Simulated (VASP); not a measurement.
# MgZn4O (F-43m) in VASP: a series of runs

Runs on MgZn4O. Level: PBE. Tasks: relaxation of cell and atoms.

Everything below comes from runs of VASP 6.6.1. Logs are shortened: lines on timing, memory, paths and dates and some standing lists are left out, and cuts for length are marked.

## (1) The cell of the first run

Symmetry: F-43m, No. 216, cubic system. Conventional cell: a = 6.736 Å, b = 6.736 Å, c = 6.736 Å, α = 90.00°, β = 90.00°, γ = 90.00°. Within 3.7 Å of Mg (site symmetry -43m) lie 12 Zn at 2.79 Å and 4 O at 2.92 Å. Zn (site symmetry 3m) has 6 Zn at 2.36 to 2.40 Å and 3 O at 2.79 Å and 3 Mg at 2.79 Å within 3.1 Å. Within 3.7 Å of O (site symmetry -43m) lie 12 Zn at 2.79 Å and 4 Mg at 2.92 Å.

## (2) Relaxation of cell and atoms, PBE

Contents of INCAR:

```
SYSTEM = MgZn4O
PREC     = Accurate       ! precision mode
ENCUT    = 600            ! plane-wave cutoff, eV
EDIFF    = 1E-6           ! SCF threshold, eV
ISMEAR   = 0              ! smearing method
SIGMA    = 0.2            ! smearing width, eV
LREAL    = .False.        ! projectors in reciprocal space
LASPH    = .True.         ! aspherical terms in the spheres
NELM     = 100            ! most SCF steps
ALGO     = Normal         ! electronic algorithm
ISIF     = 3              ! what is computed and relaxed
LWAVE    = .False.        ! write WAVECAR
LCHARG   = .False.        ! write CHGCAR
GGA      = PE             ! functional
IBRION   = 2              ! ionic algorithm
NSW      = 36             ! ionic steps
EDIFFG   = -0.08          ! ionic threshold
```

Contents of KPOINTS:

```
regular mesh
0
Gamma
  4 4 4
  0 0 0
```

Contents of POSCAR:

```
MgZn4O
1.0
    0.0000000000      3.3678364300      3.3678364300
    3.3678364300      0.0000000000      3.3678364300
    3.3678364300      3.3678364300      0.0000000000
Mg Zn O
1 4 1
Direct
    0.0000000000      0.0000000000      0.0000000000
    0.3759208700      0.3759208700      0.8722373800
    0.8722373800      0.3759208700      0.3759208700
    0.3759208700      0.3759208700      0.3759208700
    0.3759208700      0.8722373800      0.3759208700
    0.7500000000      0.7500000000      0.7500000000
```

Potentials or basis: VASP PAW PBE potentials, release 64 (Mg, Zn, O).

Started as:

```bash
$ cat potpaw_PBE.64/Mg/POTCAR potpaw_PBE.64/Zn/POTCAR potpaw_PBE.64/O/POTCAR > POTCAR
$ mpirun -np 1 vasp_std > vasp.out
```

OUTCAR:

```text
SYSTEM = MgZn4O
   PREC = Accurate
   ENCUT = 600
   EDIFF = 1E-6
   ISMEAR = 0
   LREAL = .False.
   LASPH = .True.
   NELM = 100
   ISIF = 3
   GGA = PE
   IBRION = 2
   NSW = 36
   EDIFFG = -0.08

 ion  position               nearest neighbor table
   1  0.000  0.000  0.000-   2 2.79   3 2.79   5 2.79   4 2.79   4 2.79   4 2.79   2 2.79   3 2.79
                             3 2.79   2 2.79   5 2.79   5 2.79
   2  0.376  0.376  0.872-   3 2.36   4 2.36   5 2.36   4 2.40   5 2.40   3 2.40   1 2.79   1 2.79
                             1 2.79
   3  0.872  0.376  0.376-   2 2.36   4 2.36   5 2.36   4 2.40   2 2.40   5 2.40   1 2.79   1 2.79
                             1 2.79
   4  0.376  0.376  0.376-   2 2.36   3 2.36   5 2.36   2 2.40   5 2.40   3 2.40   1 2.79   1 2.79
                             1 2.79
   5  0.376  0.872  0.376-   2 2.36   3 2.36   4 2.36   2 2.40   4 2.40   3 2.40   1 2.79   1 2.79
                             1 2.79
   6  0.750  0.750  0.750-

  LATTYP: Found a face centered cubic cell.
 ALAT       =     6.7356728600

  Lattice vectors:

 A1 = (   0.0000000000,   3.3678364300,   3.3678364300)
 A2 = (   3.3678364300,   0.0000000000,   3.3678364300)
 A3 = (   3.3678364300,   3.3678364300,   0.0000000000)

Analysis of symmetry for initial positions (statically):
=====================================================================
 Subroutine PRICEL returns:
 Original cell was already a primitive cell.

 Routine SETGRP: Setting up the symmetry group for a
 face centered cubic supercell.

 Subroutine GETGRP returns: Found 24 space group operations
 (whereof 24 operations were pure point group operations)
 out of a pool of 48 trial point group operations.

The static configuration has the point symmetry T_d .

Analysis of symmetry for dynamics (positions and initial velocities):
=====================================================================
 Subroutine PRICEL returns:
 Original cell was already a primitive cell.

 Routine SETGRP: Setting up the symmetry group for a
 face centered cubic supercell.

 Subroutine GETGRP returns: Found 24 space group operations
 (whereof 24 operations were pure point group operations)
 out of a pool of 48 trial point group operations.

The dynamic configuration has the point symmetry T_d .

 Subroutine INISYM returns: Found 24 space group operations
 (whereof 24 operations are pure point group operations),
 and found     1 'primitive' translations

----------------------------------------------------------------------------------------

                                     Primitive cell

  volume of cell :      76.3982

  direct lattice vectors                    reciprocal lattice vectors
     0.000000000  3.367836430  3.367836430    -0.148463267  0.148463267  0.148463267
     3.367836430  0.000000000  3.367836430     0.148463267 -0.148463267  0.148463267
     3.367836430  3.367836430  0.000000000     0.148463267  0.148463267 -0.148463267

  length of vectors
     4.762839955  4.762839955  4.762839955     0.257145922  0.257145922  0.257145922

  position of ions in fractional coordinates (direct lattice)
     0.000000000  0.000000000  0.000000000
     0.375920870  0.375920870  0.872237380
     0.872237380  0.375920870  0.375920870
     0.375920870  0.375920870  0.375920870
     0.375920870  0.872237380  0.375920870
     0.750000000  0.750000000  0.750000000

  ion indices of the primitive-cell ions
   primitive index   ion index
                 1           1
                 2           2
                 3           3
                 4           4
                 5           5
                 6           6

----------------------------------------------------------------------------------------

 KPOINTS: regular mesh

Automatic generation of k-mesh.
 Grid dimensions read from file:
 generate k-points for:    4    4    4

 Generating k-lattice:

  Cartesian coordinates                     Fractional coordinates (reciprocal lattice)
    -0.037115817  0.037115817  0.037115817     0.250000000  0.000000000  0.000000000
     0.037115817 -0.037115817  0.037115817     0.000000000  0.250000000  0.000000000
     0.037115817  0.037115817 -0.037115817     0.000000000  0.000000000  0.250000000

  Length of vectors
     0.064286480  0.064286480  0.064286480

  Shift w.r.t. Gamma in fractional coordinates (k-lattice)
     0.000000000  0.000000000  0.000000000

 Subroutine IBZKPT returns following result:
 ===========================================

 Found      8 irreducible k-points:

 Following reciprocal coordinates:
            Coordinates               Weight
  0.000000  0.000000  0.000000      1.000000
  0.250000  0.000000  0.000000      8.000000
  0.500000  0.000000  0.000000      4.000000
  0.250000  0.250000  0.000000      6.000000
  0.500000  0.250000  0.000000     24.000000
 -0.250000  0.250000  0.000000     12.000000
  0.500000  0.500000  0.000000      3.000000
 -0.250000  0.500000  0.250000      6.000000
   k-points           NKPTS =      8   k-points in BZ     NKDIM =      8   number of bands    NBANDS=     33
   number of dos      NEDOS =    301   number of ions     NIONS =      6
   total plane-waves  NPLWV =  64000
   dimension x,y,z NGX =    40 NGY =   40 NGZ =   40
   dimension x,y,z NGXF=    80 NGYF=   80 NGZF=   80
   ions per type =               1   4   1
   NGX,Y,Z   is equivalent  to a cutoff of  13.96, 13.96, 13.96 a.u.
   NGXF,Y,Z  is equivalent  to a cutoff of  27.92, 27.92, 27.92 a.u.
 SYSTEM =  MgZn4O
   PREC   = accura    normal or accurate (medium, high low for compatibility)
   ISTART =      0    job   : 0-new  1-cont  2-samecut
   ICHARG =      2    charge: 1-file 2-atom 10-const
   ISPIN  =      1    spin polarized calculation?
   LNONCOLLINEAR =      F non collinear calculations
   LSORBIT =      F    spin-orbit coupling
   LASPH  =      T    aspherical Exc in radial PAW
   ENCUT  =  600.0 eV  44.10 Ry    6.64 a.u.   9.51  9.51  9.51*2*pi/ulx,y,z
   NELM   =    100;   NELMIN=  2; NELMDL= -5     # of ELM steps
   EDIFF  = 0.1E-05   stopping-criterion for ELM
   LREAL  =      F    real-space projection
   EDIFFG = -.8E-01   stopping-criterion for IOM
   NSW    =     36    number of steps for IOM
   IBRION =      2    ionic relax: 0-MD 1-quasi-New 2-CG
   NFREE  =      1    steps in history (QN), initial steepest desc. (CG)
   ISIF   =      3    stress and relaxation
   ISYM   =      2    0-nonsym 1-usesym 2-fastsym
   POTIM  = 0.5000    time-step for ionic-motion
   TEBEG  =    0.0;   TEEND  =   0.0 temperature during run
   PSTRESS=    0.0 pullay stress
   NELECT =      56.0000    total number of electrons
   NUPDOWN=      -1.0000    fix difference up-down
   EMIN   =  10.00;   EMAX   =-10.00  energy-range for DOS
   EFERMI =   0.00;   METHOD = LEGACY
   ISMEAR =     0;   SIGMA  =   0.20  broadening in eV -4-tet -1-fermi 0-gaus
   EFERMI_NEDOS =   21; number of points for ismear=-14 and -15
   IALGO  =     38    algorithm
   IMIX   =      4    mixing-type and parameters
     AMIX     =   0.40;   BMIX     =  1.00
     AMIX_MAG =   1.60;   BMIX_MAG =  1.00
  volume/ion in A,a.u.               =      12.73        85.93
  Fermi-wavevector in a.u.,A,eV,Ry     =   1.476080  2.789386 29.644533  2.178812
  Thomas-Fermi vector in A             =   2.590650
   LORBIT       =      0    0 simple, 1 ext, 2 COOP (PROOUT), +10 PAW based schemes
   GGA     = PE    functional components
   LHFCALC =     F    Hartree Fock is set to
   AEXX    =    0.0000 exact exchange contribution
   IVDW    =     0    specifies the selected vdW correction
   LEPSILON=     F    determine dielectric tensor
   LRPA    =     F    only Hartree local field effects (RPA)
 conjugate gradient relaxation of ions
 non-spin polarized calculation
 Gauss-broadening in eV      SIGMA  =   0.20
  energy-cutoff  :      600.00
  volume of cell :       76.40
 maximum number of plane-waves:      2637
 NGX is ok and might be reduce to    40
   NGX = 19   NGY = 19   NGZ = 19

--------------------------------------- Ionic step        1  -------------------------------------------

 number of electron      55.9999983 magnetization

 Free energy of the ion-electron system (eV)
  ---------------------------------------------------
  ext. energy  EPLUGINS =         0.00000000
  ---------------------------------------------------
  free energy    TOTEN  =        -8.96797729 eV

  energy without entropy =       -8.83776236  energy(sigma->0) =       -8.90286982

------------------------ aborting loop because EDIFF is reached ----------------------------------------

  FORCE on cell =-STRESS in cart. coord.  units (eV):
  Direction    XX          YY          ZZ          XY          YZ          ZX
  --------------------------------------------------------------------------------------
  -------------------------------------------------------------------------------------
  Total       11.2214595     11.2214595     11.2214595      0.0000000     -0.0000000      0.0000000
  in kB      235.3298186    235.3298186    235.3298186      0.0000000     -0.0000000      0.0000000
  external PRESSURE =     235.3298186 kB  Pullay stress =       0.0000000 kB
[... 145 lines left out ...]
  energy  without entropy=       -9.9404348085  energy(sigma->0) =      -10.00302655

--------------------------------------- Ionic step        5  -------------------------------------------

 number of electron      56.0000043 magnetization

 Free energy of the ion-electron system (eV)
  ---------------------------------------------------
  ext. energy  EPLUGINS =         0.00000000
  ---------------------------------------------------
  free energy    TOTEN  =       -10.06850251 eV

  energy without entropy =       -9.94199370  energy(sigma->0) =      -10.00524811

 E-fermi :   2.1947     XC(G=0): -10.5753

 val. band max:        2.1152082791   @ k =   0.2500   0.0000   0.0000
 cond. band min:       2.2790531434   @ k =   0.5000   0.2500   0.0000
 fundamental gap:      0.1638448643
 Fermi energy:         2.1947126409

 k-point     1 :       0.0000    0.0000    0.0000
  band No.  band energies     occupation
      1     -13.9931      2.00000
      2      -7.1266      2.00000
      3      -5.8699      2.00000
      4      -5.8699      2.00000
      5      -5.8699      2.00000
      6      -5.6147      2.00000
[... 310 lines left out ...]
  FREE ENERGIE OF THE ION-ELECTRON SYSTEM (eV)
  ---------------------------------------------------
  free  energy   TOTEN  =       -10.0685025113 eV

  energy  without entropy=       -9.9419937025  energy(sigma->0) =      -10.00524811

 reached required accuracy - stopping structural energy minimisation
```

Run time: 2.7 min. Hardware: 1 thread of AMD EPYC 7R43 (Zen 3), shared host; peak memory 0.22 GiB.

Results:

```
Free energy                            : -10.0685 eV
Relaxed volume                         : 15.80 Å³/atom
Relaxed cell                           : a = 5.118 Å, b = 5.118 Å, c = 5.118 Å, α = 60.00°, β = 60.00°, γ = 60.00°
Space group after relaxing (to 0.05 Å) : F-43m (No. 216)
Energy gained by relaxing              : 183.4 meV/atom
Ionic steps                            : 5
Pressure after relaxing                : -0.1 GPa
Largest force after relaxing           : 0.007 eV/Å
Band gap on the k mesh                 : zero (band 28 reaches 2.45 eV, above the bottom of band 29 at 1.81 eV)
```

Forces on the atoms (eV/Å):
```
Mg   0.000  0.000  0.000
Zn  -0.004 -0.004  0.004
Zn   0.004 -0.004 -0.004
Zn   0.004  0.004  0.004
Zn  -0.004  0.004 -0.004
O    0.000  0.000  0.000
```

Step by step:
```csv
step,energy change (eV),largest force (eV/Å),pressure (GPa),volume (Å³)
1,0.0000,0.4576,23.53,76.40
2,-1.0584,0.2218,-2.60,99.00
3,-1.0974,0.1695,0.33,94.24
4,-1.0976,0.1748,-0.02,94.63
5,-1.1005,0.0071,-0.11,94.80
```

Final structure:
```
CELL_PARAMETERS angstrom
0.00000 3.61901 3.61901
3.61901 0.00000 3.61901
3.61901 3.61901 0.00000
ATOMIC_POSITIONS crystal
Mg 0.00000 0.00000 0.00000
Zn 0.37498 0.37498 0.87507
Zn 0.87507 0.37498 0.37498
Zn 0.37498 0.37498 0.37498
Zn 0.37498 0.87507 0.37498
O 0.75000 0.75000 0.75000
```

Levels at points of the mesh, in eV from the Fermi level:
| k point | band 26 | band 27 | band 28 | band 29 | band 30 | band 31 |
| --- | --- | --- | --- | --- | --- | --- |
| (0.00, 0.00, 0.00) | -2.00 | 0.26 | 0.26 | 0.26 | 1.57 | 1.57 |
| (0.50, 0.00, 0.00) | -2.05 | -0.56 | -0.56 | -0.39 | 1.88 | 1.88 |
| (0.50, 0.50, 0.00) | -2.36 | -0.32 | 0.12 | 0.12 | 0.55 | 5.54 |

Caveat: the k points lie up to 0.38 Å⁻¹ apart in the final cell; the volume moved by over 15 % at a fixed basis, so the end points are rough; the relaxation stopped at a loose force limit of 0.08 eV/Å, so its end isn't a converged minimum.

## (3) Relaxation of cell and atoms, PBE

This run uses another cell than the first one, of 12.81 Å³/atom, 1.006 times its volume.

Contents of INCAR:

```
PREC = Accurate
ENCUT = 600
EDIFF = 1E-6
ISMEAR = 0
SIGMA = 0.2
LREAL = False
LASPH = True
NELM = 100
ALGO = Normal
ISIF = 3
LWAVE = False
LCHARG = False
GGA = PE
IBRION = 2
NSW = 36
EDIFFG = -0.08
```

Contents of KPOINTS:

```
Automatic mesh
0
Gamma
  4 4 4
```

Contents of POSCAR:

```
MgZn4O
1.0
    0.0000000000      3.3749544500      3.3749544500
    3.3749544500      0.0000000000      3.3749544500
    3.3749544500      3.3749544500      0.0000000000
Mg Zn O
1 4 1
Direct
    0.2500000000      0.2500000000      0.2500000000
    0.1250000000      0.6250000000      0.6250000000
    0.6250000000      0.6250000000      0.6250000000
    0.6250000000      0.1250000000      0.6250000000
    0.6250000000      0.6250000000      0.1250000000
    0.0000000000      0.0000000000      0.0000000000
```

Potentials or basis: VASP PAW PBE potentials, release 64 (Mg, Zn, O).

Started as:

```bash
$ cat potpaw_PBE.64/Mg/POTCAR potpaw_PBE.64/Zn/POTCAR potpaw_PBE.64/O/POTCAR > POTCAR
$ mpirun -np 1 vasp_std > vasp.out
```

Wall time 2 min (1 thread of AMD EPYC 7R43 (Zen 3), shared host); peak memory 0.22 GiB.

Results (log left out):

```yaml
Free_energy: -10.0685 eV
Relaxed_volume: 15.74 Å³/atom
Relaxed_cell: a = 5.111 Å, b = 5.111 Å, c = 5.111 Å, α = 60.00°, β = 60.00°, γ = 60.00°
Space_group_after_relaxing_to_0.05_Å: F-43m (No. 216)
Energy_gained_by_relaxing: 170.1 meV/atom
Ionic_steps: 3
Pressure_after_relaxing: 0.2 GPa
Band_gap_on_the_k_mesh: zero (band 28 reaches 2.47 eV, above the bottom of band 29 at 1.83 eV)
```

The path:
| step | energy change (eV) | largest force (eV/Å) | pressure (GPa) | volume (Å³) |
| --- | --- | --- | --- | --- |
| 1 | 0.0000 | 0.0064 | 22.45 | 76.88 |
| 2 | -0.9901 | 0.0040 | -2.42 | 98.64 |
| 3 | -1.0208 | 0.0049 | 0.23 | 94.41 |

Final structure:
```
Mg Zn O
1.0
     0.00000    3.61408    3.61408
     3.61408    0.00000    3.61408
     3.61408    3.61408    0.00000
Mg Zn O
1 4 1
Cartesian
  1.8070 1.8070 1.8070
  4.5178 2.7104 2.7104
  4.5178 4.5178 4.5178
  2.7104 4.5178 2.7104
  2.7104 2.7104 4.5178
  0.0000 0.0000 0.0000
```

Levels at points of the mesh, in eV from the Fermi level:
```
           k point  band 25  band 26  band 27  band 28  band 29  band 30  band 31  band 32
(0.00, 0.00, 0.00)    -2.25    -2.01     0.25     0.25     0.25     1.58     1.58     1.58
(0.50, 0.00, 0.00)    -2.40    -2.05    -0.56    -0.56    -0.39     1.88     1.88     3.97
(0.50, 0.50, 0.00)    -3.37    -2.37    -0.32     0.13     0.13     0.55     5.55     6.12
```

Caveat: the k points lie up to 0.38 Å⁻¹ apart in the final cell; the volume moved by over 15 % at a fixed basis, so the end points are rough.

## (4) Relaxation of cell and atoms, PBE

This run uses another cell than the first one, of 13.40 Å³/atom, 1.052 times its volume.

Contents of INCAR:

```
SYSTEM = MgZn4O
  PREC = Accurate
  ENCUT = 600
  EDIFF = 1E-7
  ISMEAR = 0
  SIGMA = 0.2
  LREAL = .FALSE.
  LASPH = .TRUE.
  NELM = 60
  ALGO = Normal
  ISIF = 3
  LWAVE = .FALSE.
  LCHARG = .FALSE.
  GGA = PE
  IBRION = 2
  NSW = 36
  EDIFFG = -0.08
```

Contents of KPOINTS:

```
regular mesh
0
G
  4 4 4
  0 0 0
```

Contents of POSCAR:

```
MgZn4O
1.0
    0.0000000000      3.4252169100      3.4252169100
    3.4252169100      0.0000000000      3.4252169100
    3.4252169100      3.4252169100      0.0000000000
Mg Zn O
1 4 1
Direct
    0.7500000000      0.7500000000      0.7500000000
    0.3747620000      0.3747620000      0.8757140000
    0.8757140000      0.3747620000      0.3747620000
    0.3747620000      0.3747620000      0.3747620000
    0.3747620000      0.8757140000      0.3747620000
    0.0000000000      0.0000000000      0.0000000000
```

Started as:

```bash
$ cat potpaw_PBE.64/Mg/POTCAR potpaw_PBE.64/Zn/POTCAR potpaw_PBE.64/O/POTCAR > POTCAR
$ mpirun -np 1 vasp_std > vasp.out
```

It took 1.9 min on 1 thread of AMD EPYC 7R43 (Zen 3), shared host; peak memory 0.22 GiB.

The run converged. Its results:

```yaml
Free_energy: -10.0695 eV
Relaxed_volume: 15.76 Å³/atom
Relaxed_cell: a = 5.114 Å, b = 5.114 Å, c = 5.114 Å, α = 60.00°, β = 60.00°, γ = 60.00°
Space_group_after_relaxing_to_0.05_Å: F-43m (No. 216)
Energy_gained_by_relaxing: 100.9 meV/atom
Ionic_steps: 3
Pressure_after_relaxing: 0.1 GPa
Largest_force_after_relaxing: 0.033 eV/Å
Band_gap_on_the_k_mesh: zero (band 28 reaches 2.47 eV, above the bottom of band 29 at 1.82 eV)
```

Forces on the atoms (eV/Å):
```
Mg   0.000  0.000  0.000
Zn   0.019  0.019 -0.019
Zn  -0.019  0.019  0.019
Zn  -0.019 -0.019 -0.019
Zn   0.019 -0.019  0.019
O    0.000  0.000  0.000
```

Step by step:
| step | energy change (eV) | largest force (eV/Å) | pressure (GPa) | volume (Å³) |
| --- | --- | --- | --- | --- |
| 1 | 0.0000 | 0.1005 | 15.88 | 80.37 |
| 2 | -0.5963 | 0.0430 | -1.35 | 96.82 |
| 3 | -0.6056 | 0.0328 | 0.09 | 94.57 |

Final structure:
```
CELL_PARAMETERS angstrom
0.00000 3.61606 3.61606
3.61606 0.00000 3.61606
3.61606 3.61606 0.00000
ATOMIC_POSITIONS crystal
Mg 0.75000 0.75000 0.75000
Zn 0.37512 0.37512 0.87464
Zn 0.87464 0.37512 0.37512
Zn 0.37512 0.37512 0.37512
Zn 0.37512 0.87464 0.37512
O 0.00000 0.00000 0.00000
```

Levels at points of the mesh, in eV from the Fermi level:
| k point | band 24 | band 25 | band 26 | band 27 | band 28 | band 29 | band 30 | band 31 | band 32 | band 33 |
| --- | --- | --- | --- | --- | --- | --- | --- | --- | --- | --- |
| (0.00, 0.00, 0.00) | -2.24 | -2.24 | -2.00 | 0.26 | 0.26 | 0.26 | 1.57 | 1.57 | 1.57 | 2.51 |
| (0.50, 0.00, 0.00) | -2.39 | -2.39 | -2.05 | -0.56 | -0.56 | -0.39 | 1.88 | 1.88 | 3.97 | 5.42 |
| (0.50, 0.50, 0.00) | -3.36 | -3.36 | -2.36 | -0.32 | 0.13 | 0.13 | 0.55 | 5.55 | 6.12 | 6.27 |

Caveat: the k points lie up to 0.38 Å⁻¹ apart in the final cell; the volume moved by over 15 % at a fixed basis, so the end points are rough; the relaxation stopped at a loose force limit of 0.08 eV/Å, so its end isn't a converged minimum.

[end of part 1 of 2]
